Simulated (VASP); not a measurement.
# Be3ZnSe4 (I-42m) in VASP: notebook

The runs below take Be3ZnSe4 through relaxation of cell and atoms, with PBE.

Program: VASP 6.6.1. These are calculated values, not measurements. Logs are shortened: lines on timing, memory, paths and dates and some standing lists are left out, and cuts for length are marked.

## (1) The cell of the first run

The structure is tetragonal, space group I-42m (No. 121). Conventional cell: a = 5.322 Å, b = 5.322 Å, c = 10.597 Å, α = 90.00°, β = 90.00°, γ = 90.00°. Be (site symmetry -4) has 4 Se at 2.27 Å within 3.0 Å. Be (site symmetry -42m) has 4 Se at 2.24 Å within 3.0 Å. Within 3.2 Å of Zn (site symmetry -42m) lie 4 Se at 2.44 Å. Se (site symmetry m) has 3 Be at 2.24 to 2.27 Å and 1 Zn at 2.44 Å within 3.0 Å.

## (2) Relaxation of cell and atoms, PBE

The input, INCAR:

```
  PREC = Accurate
  ENCUT = 600
  EDIFF = 1E-6
  ISMEAR = 0
  SIGMA = 0.02
  LREAL = False
  LASPH = True
  NELM = 100
  ALGO = Normal
  ISIF = 3
  LWAVE = False
  LCHARG = False
  GGA = PE
  IBRION = 2
  NSW = 100
  EDIFFG = -0.01
```

The input, KPOINTS:

```
Automatic mesh
0
Gamma
  6 6 6
```

The input, POSCAR:

```
Be3ZnSe4
1.0
   -2.6611407435      2.6611407435      5.2987228709
    2.6611407435     -2.6611407435      5.2987228709
    2.6611407435      2.6611407435     -5.2987228709
Be Zn Se
3 1 4
Direct
    0.7500000000      0.2500000000      0.5000000000
    0.2500000000      0.7500000000      0.5000000000
    0.5000000000      0.5000000000      0.0000000000
    0.0000000000      0.0000000000      0.0000000000
    0.3981458419      0.8649631783      0.0000000000
    0.8649631783      0.3981458419      0.0000000000
    0.6018541581      0.6018541581      0.4668173364
    0.1350368217      0.1350368217      0.5331826636
```

Potentials or basis: VASP PAW PBE potentials, release 64 (Be, Zn, Se).

Started as:

```console
$ cat potpaw_PBE.64/Be/POTCAR potpaw_PBE.64/Zn/POTCAR potpaw_PBE.64/Se/POTCAR > POTCAR
$ mpirun -np 1 vasp_std > vasp.out
```

OUTCAR:

```text
PREC = Accurate
   ENCUT = 600
   EDIFF = 1E-6
   ISMEAR = 0
   LREAL = False
   LASPH = True
   NELM = 100
   ISIF = 3
   GGA = PE
   IBRION = 2
   NSW = 100
   EDIFFG = -0.01

 ion  position               nearest neighbor table
   1  0.750  0.250  0.500-   6 2.27   7 2.27   8 2.27   5 2.27
   2  0.250  0.750  0.500-   5 2.27   7 2.27   8 2.27   6 2.27
   3  0.500  0.500  0.000-   5 2.24   6 2.24   7 2.24   8 2.24
   4  0.000  0.000  0.000-   8 2.44   5 2.44   6 2.44   7 2.44
   5  0.398  0.865  0.000-   3 2.24   1 2.27   2 2.27   4 2.44
   6  0.865  0.398  0.000-   3 2.24   2 2.27   1 2.27   4 2.44
   7  0.602  0.602  0.467-   3 2.24   2 2.27   1 2.27   4 2.44
   8  0.135  0.135  0.533-   3 2.24   2 2.27   1 2.27   4 2.44

  LATTYP: Found a body centered tetragonal cell.
 ALAT       =     5.3222814870
 C/A-ratio  =     1.9911471739

  Lattice vectors:

 A1 = (  -2.6611407435,   2.6611407435,   5.2987228709)
 A2 = (   2.6611407435,  -2.6611407435,   5.2987228709)
 A3 = (   2.6611407435,   2.6611407435,  -5.2987228709)

Analysis of symmetry for initial positions (statically):
=====================================================================
 Subroutine PRICEL returns:
 Original cell was already a primitive cell.

 Routine SETGRP: Setting up the symmetry group for a
 body centered tetragonal supercell.

 Subroutine GETGRP returns: Found  8 space group operations
 (whereof  8 operations were pure point group operations)
 out of a pool of 16 trial point group operations.

The static configuration has the point symmetry D_2d.

Analysis of symmetry for dynamics (positions and initial velocities):
=====================================================================
 Subroutine PRICEL returns:
 Original cell was already a primitive cell.

 Routine SETGRP: Setting up the symmetry group for a
 body centered tetragonal supercell.

 Subroutine GETGRP returns: Found  8 space group operations
 (whereof  8 operations were pure point group operations)
 out of a pool of 16 trial point group operations.

The dynamic configuration has the point symmetry D_2d.

 Subroutine INISYM returns: Found  8 space group operations
 (whereof  8 operations are pure point group operations),
 and found     1 'primitive' translations

----------------------------------------------------------------------------------------

                                     Primitive cell

  volume of cell :     150.0952

  direct lattice vectors                    reciprocal lattice vectors
    -2.661140743  2.661140743  5.298722871     0.000000000  0.187889348  0.094362361
     2.661140743 -2.661140743  5.298722871     0.187889348  0.000000000  0.094362361
     2.661140743  2.661140743 -5.298722871     0.187889348  0.187889348  0.000000000

  length of vectors
     6.499215659  6.499215659  6.499215659     0.210253805  0.210253805  0.265715665

  position of ions in fractional coordinates (direct lattice)
     0.750000000  0.250000000  0.500000000
     0.250000000  0.750000000  0.500000000
     0.500000000  0.500000000  0.000000000
     0.000000000  0.000000000  0.000000000
     0.398145842  0.864963178  0.000000000
     0.864963178  0.398145842  0.000000000
     0.601854158  0.601854158  0.466817336
     0.135036822  0.135036822  0.533182664

  ion indices of the primitive-cell ions
   primitive index   ion index
                 1           1
[... 91 lines left out ...]
   NUPDOWN=      -1.0000    fix difference up-down
   EMIN   =  10.00;   EMAX   =-10.00  energy-range for DOS
   EFERMI =   0.00;   METHOD = LEGACY
   ISMEAR =     0;   SIGMA  =   0.02  broadening in eV -4-tet -1-fermi 0-gaus
   EFERMI_NEDOS =   21; number of points for ismear=-14 and -15
   IALGO  =     38    algorithm
   IMIX   =      4    mixing-type and parameters
     AMIX     =   0.40;   BMIX     =  1.00
     AMIX_MAG =   1.60;   BMIX_MAG =  1.00
  volume/ion in A,a.u.               =      18.76       126.61
  Fermi-wavevector in a.u.,A,eV,Ry     =   1.070785  2.023490 15.600176  1.146581
  Thomas-Fermi vector in A             =   2.206506
   LORBIT       =      0    0 simple, 1 ext, 2 COOP (PROOUT), +10 PAW based schemes
   GGA     = PE    functional components
   LHFCALC =     F    Hartree Fock is set to
   AEXX    =    0.0000 exact exchange contribution
   IVDW    =     0    specifies the selected vdW correction
   LEPSILON=     F    determine dielectric tensor
   LRPA    =     F    only Hartree local field effects (RPA)
 conjugate gradient relaxation of ions
 non-spin polarized calculation
 Gauss-broadening in eV      SIGMA  =   0.02
  energy-cutoff  :      600.00
  volume of cell :      150.10
 maximum number of plane-waves:      5041
 NGX is ok and might be reduce to    54
   NGX = 25   NGY = 25   NGZ = 25

--------------------------------------- Ionic step        1  -------------------------------------------

 number of electron      41.9999999 magnetization

 Free energy of the ion-electron system (eV)
  ---------------------------------------------------
  ext. energy  EPLUGINS =         0.00000000
  ---------------------------------------------------
  free energy    TOTEN  =       -32.47037535 eV

  energy without entropy =      -32.47037535  energy(sigma->0) =      -32.47037535

------------------------ aborting loop because EDIFF is reached ----------------------------------------

  FORCE on cell =-STRESS in cart. coord.  units (eV):
  Direction    XX          YY          ZZ          XY          YZ          ZX
  --------------------------------------------------------------------------------------
  -------------------------------------------------------------------------------------
  Total        0.1629483      0.1629483      0.1580882      0.0000000      0.0000000      0.0000000
  in kB        1.7393757      1.7393757      1.6874978      0.0000000      0.0000000      0.0000000
  external PRESSURE =       1.7220831 kB  Pullay stress =       0.0000000 kB

 VOLUME and BASIS-vectors are now :
 -----------------------------------------------------------------------------
  energy-cutoff  :      600.00
  volume of cell :      150.10
      direct lattice vectors                 reciprocal lattice vectors
    -2.661140743  2.661140743  5.298722871     0.000000000  0.187889348  0.094362361
     2.661140743 -2.661140743  5.298722871     0.187889348  0.000000000  0.094362361
     2.661140743  2.661140743 -5.298722871     0.187889348  0.187889348  0.000000000

 POSITION                                       TOTAL-FORCE (eV/Angst)
 -----------------------------------------------------------------------------------
      0.00000      2.66114      2.64936         0.000000     -0.000000     -0.000000
      2.66114      0.00000      2.64936         0.000000     -0.000000     -0.000000
      0.00000      0.00000      5.29872         0.000000     -0.000000     -0.000000
      0.00000      0.00000      0.00000         0.000000     -0.000000     -0.000000
      1.24227     -1.24227      6.69286        -0.003279      0.003279      0.009432
     -1.24227      1.24227      6.69286         0.003279     -0.003279      0.009432
      1.24227      1.24227      3.90458        -0.003279     -0.003279     -0.009432
      1.41887      1.41887     -1.39414         0.003279      0.003279     -0.009432
 -----------------------------------------------------------------------------------
    total drift:                               -0.000001     -0.000001      0.000001

  FREE ENERGIE OF THE ION-ELECTRON SYSTEM (eV)
  ---------------------------------------------------
  free  energy   TOTEN  =       -32.4703753513 eV

  energy  without entropy=      -32.4703753513  energy(sigma->0) =      -32.47037535

--------------------------------------- Ionic step        2  -------------------------------------------

 number of electron      42.0000000 magnetization

 Free energy of the ion-electron system (eV)
  ---------------------------------------------------
  ext. energy  EPLUGINS =         0.00000000
  ---------------------------------------------------
  free energy    TOTEN  =       -32.47058334 eV

  energy without entropy =      -32.47058334  energy(sigma->0) =      -32.47058334

 E-fermi :   2.7777     XC(G=0):  -9.3337

 val. band max:        2.6659506301   @ k =   0.0000   0.0000   0.0000
 cond. band min:       5.3979868290   @ k =   0.0000   0.0000   0.0000
 fundamental gap:      2.7320361989
 Fermi energy:         2.7776508806

 k-point     1 :       0.0000    0.0000    0.0000
  band No.  band energies     occupation
      1     -10.8558      2.00000
      2      -9.3333      2.00000
      3      -9.3018      2.00000
      4      -9.3018      2.00000
      5      -3.5379      2.00000
      6      -3.5320      2.00000
[... 685 lines left out ...]
     25       6.8747      0.00000
     26       7.3374      0.00000

 [... further k-points ...]

------------------------ aborting loop because EDIFF is reached ----------------------------------------

  FORCE on cell =-STRESS in cart. coord.  units (eV):
  Direction    XX          YY          ZZ          XY          YZ          ZX
  --------------------------------------------------------------------------------------
  -------------------------------------------------------------------------------------
  Total       -0.0159921     -0.0159921     -0.0183704      0.0000000      0.0000000      0.0000000
  in kB       -0.1702090     -0.1702090     -0.1955216      0.0000000      0.0000000      0.0000000
  external PRESSURE =      -0.1786465 kB  Pullay stress =       0.0000000 kB

 VOLUME and BASIS-vectors are now :
 -----------------------------------------------------------------------------
  energy-cutoff  :      600.00
  volume of cell :      150.53
      direct lattice vectors                 reciprocal lattice vectors
    -2.663755666  2.663755666  5.303774273     0.000000000  0.187704903  0.094272489
     2.663755666 -2.663755666  5.303774273     0.187704903  0.000000000  0.094272489
     2.663755666  2.663755666 -5.303774273     0.187704903  0.187704903  0.000000000

 POSITION                                       TOTAL-FORCE (eV/Angst)
 -----------------------------------------------------------------------------------
     -0.00000      2.66376      2.65189        -0.000000     -0.000000      0.000000
      2.66376     -0.00000      2.65189        -0.000000     -0.000000      0.000000
      0.00000      0.00000      5.30377        -0.000000     -0.000000     -0.000000
      0.00000      0.00000     10.60755        -0.000000     -0.000000      0.000000
      1.24333     -1.24333      6.69970        -0.000176      0.000176      0.002315
      1.42043      3.90708      1.39593         0.000176     -0.000176      0.002315
      1.24333      1.24333      3.90785        -0.000176     -0.000176     -0.002315
      1.42043      1.42043     -1.39593         0.000176      0.000176     -0.002315
 -----------------------------------------------------------------------------------
    total drift:                               -0.000001     -0.000001      0.000001

  FREE ENERGIE OF THE ION-ELECTRON SYSTEM (eV)
  ---------------------------------------------------
  free  energy   TOTEN  =       -32.4705833437 eV

  energy  without entropy=      -32.4705833437  energy(sigma->0) =      -32.47058334

 reached required accuracy - stopping structural energy minimisation
```

Wall time 3.3 min (1 thread of Intel Xeon 6975P-C (Granite Rapids), shared host); peak memory 0.47 GiB.

What came out:

```yaml
Free_energy: -32.4706 eV
Relaxed_volume: 18.82 Å³/atom
Relaxed_cell: a = 6.505 Å, b = 6.505 Å, c = 6.505 Å, α = 131.66°, β = 131.66°, γ = 70.77°
Space_group_after_relaxing_to_0.1_Å: I-42m (No. 121)
Energy_gained_by_relaxing: 0.0 meV/atom
Ionic_steps: 2
Pressure_after_relaxing: 0.0 GPa
Band_gap_on_the_k_mesh: 2.73 eV
```

Forces on the atoms (eV/Å):
```
Be   0.000  0.000  0.000
Be   0.000  0.000  0.000
Be   0.000  0.000  0.000
Zn   0.000  0.000  0.000
Se   0.000  0.000  0.002
Se   0.000  0.000  0.002
Se   0.000  0.000 -0.002
Se   0.000  0.000 -0.002
```

The path:
| step | energy change (eV) | largest force (eV/Å) | pressure (GPa) | volume (Å³) |
| --- | --- | --- | --- | --- |
| 1 | 0.0000 | 0.0105 | 0.17 | 150.10 |
| 2 | -0.0002 | 0.0023 | -0.02 | 150.53 |

Final structure:
```yaml
crystal:
  lattice:
    - [-2.66376, 2.66376, 5.30377]
    - [2.66376, -2.66376, 5.30377]
    - [2.66376, 2.66376, -5.30377]
  atoms:
    - { symbol: Be, position: [0.75000, 0.25000, 0.50000] }
    - { symbol: Be, position: [0.25000, 0.75000, 0.50000] }
    - { symbol: Be, position: [0.50000, 0.50000, 0.00000] }
    - { symbol: Zn, position: [0.00000, 0.00000, 0.00000] }
    - { symbol: Se, position: [0.39822, 0.86498, 0.00000] }
    - { symbol: Se, position: [0.86498, 0.39822, 0.00000] }
    - { symbol: Se, position: [0.60178, 0.60178, 0.46676] }
    - { symbol: Se, position: [0.13502, 0.13502, 0.53324] }
```

A k mesh can miss the band edges.

## (3) Relaxation of cell and atoms, PBE

The input, INCAR:

```
PREC     = Accurate       # precision mode
ENCUT    = 600            # plane-wave cutoff, eV
EDIFF    = 1E-6           # SCF threshold, eV
ISMEAR   = 0              # smearing method
SIGMA    = 0.01           # smearing width, eV
LREAL    = False          # projectors in reciprocal space
LASPH    = True           # aspherical terms in the spheres
NELM     = 80             # most SCF steps
ALGO     = Normal         # electronic algorithm
ISIF     = 3              # what is computed and relaxed
LWAVE    = False          # write WAVECAR
LCHARG   = False          # write CHGCAR
GGA      = PE             # functional
IBRION   = 2              # ionic algorithm
NSW      = 80             # ionic steps
EDIFFG   = -0.001         # ionic threshold
```

The input, KPOINTS:

```
regular mesh
0
Gamma
  6 6 6
```

POSCAR is that of step 2.

Potentials or basis: VASP PAW PBE potentials, release 64 (Be, Zn, Se).

Started as:

```console
$ cat potpaw_PBE.64/Be/POTCAR potpaw_PBE.64/Zn/POTCAR potpaw_PBE.64/Se/POTCAR > POTCAR
$ mpirun -np 1 vasp_std > vasp.out
```

Run time: 8 min. Hardware: 1 thread of Intel Xeon 6975P-C (Granite Rapids), shared host; peak memory 0.48 GiB.

Results (log left out):

| Property | Result |
| --- | --- |
| Free energy | -32.4706 eV |
| Relaxed volume | 18.81 Å³/atom |
| Relaxed cell | a = 6.505 Å, b = 6.505 Å, c = 6.505 Å, α = 131.66°, β = 131.66°, γ = 70.77° |
| Space group after relaxing (to 0.1 Å) | I-42m (No. 121) |
| Energy gained by relaxing | 0.0 meV/atom |
| Ionic steps | 8 |
| Pressure after relaxing | 0.0 GPa |
| Band gap on the k mesh | 2.73 eV |

Step by step:
```
step  energy change (eV)  largest force (eV/Å)  pressure (GPa)  volume (Å³)
   1              0.0000                0.0105            0.17       150.10
   2             -0.0002                0.0023           -0.02       150.53
   3             -0.0002                0.0029            0.00       150.49
   4             -0.0002                0.0034            0.00       150.48
   5             -0.0002                0.0069            0.08       150.29
   6             -0.0002                0.0032            0.01       150.47
   7             -0.0002                0.0017            0.00       150.47
   8             -0.0002                0.0005            0.00       150.47
```

Final structure:
```xyz
8
Lattice="-2.6634 2.6634 5.3029 2.6634 -2.6634 5.3029 2.6634 2.6634 -5.3029" Properties=species:S:1:pos:R:3 pbc="T T T"
Be    0.0000    2.6634    2.6515
Be    2.6634    0.0000    2.6515
Be    0.0000    0.0000    5.3029
Zn    0.0000    0.0000    0.0000
Se    1.2432   -1.2432    6.6989
Se   -1.2432    1.2432    6.6989
Se    1.2432    1.2432    3.9070
Se    1.4203    1.4203   -1.3959
```

Levels at points of the mesh, in eV from the valence-band top:
| k point | band 18 | band 19 | band 20 | band 21 | band 22 | band 23 | band 24 | band 25 |
| --- | --- | --- | --- | --- | --- | --- | --- | --- |
| (0.00, 0.00, 0.00) | -2.37 | -0.10 | 0.00 | 0.00 | 2.73 | 3.08 | 3.87 | 5.09 |
| (0.50, 0.00, 0.00) | -2.14 | -1.48 | -1.06 | -1.01 | 4.52 | 4.82 | 4.88 | 5.12 |
| (0.50, 0.50, 0.00) | -1.16 | -0.98 | -0.68 | -0.67 | 3.29 | 3.83 | 4.62 | 5.14 |
| (0.50, 0.50, 0.50) | -1.85 | -1.85 | -1.10 | -1.10 | 2.80 | 2.80 | 3.31 | 3.53 |

A k mesh can miss the band edges.
